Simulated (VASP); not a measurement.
MgO (rocksalt type):

```
Mg O
1.0
     0.00000    2.23228    2.23228
     2.23228    0.00000    2.23228
     2.23228    2.23228    0.00000
Mg O
1 1
Direct
  0.00000 0.00000 0.00000
  0.50000 0.50000 0.50000
```

| Item | Value |
| --- | --- |
| Program | VASP 6.6.1 |
| Task | relaxation of cell and atoms |
| Functional | PBE |
| Potentials or basis | VASP PAW PBE potentials, release 64 (Mg, O) |
| Cutoff | 600 eV |
| k mesh | 16 × 16 × 16 |
| Occupations | fermi-dirac, width 0.05 eV |
| Spin | no spin polarisation |

At the start: pressure -16.9 GPa; volume 11.12 Å³/atom.

Problem. How do energy, volume and symmetry change on relaxing?

Solution. Over 3 steps the energy falls by 94.5 meV/atom and the volume is 9.55 Å³/atom (-14.1 %); space group Fm-3m (No. 225, to 0.05 Å).

Step by step:
```
step  energy change (eV)  largest force (eV/Å)  pressure (GPa)  volume (Å³)
   1              0.0000                0.0000          -16.95        22.25
   2             -0.1840                0.0000            3.75        18.67
   3             -0.1890                0.0000            0.06        19.10
```

Final structure:
```
Mg O
1.0
     0.00000    2.12171    2.12171
     2.12171    0.00000    2.12171
     2.12171    2.12171    0.00000
Mg O
1 1
Cartesian
  0.0000 0.0000 0.0000
  2.1217 2.1217 2.1217
```
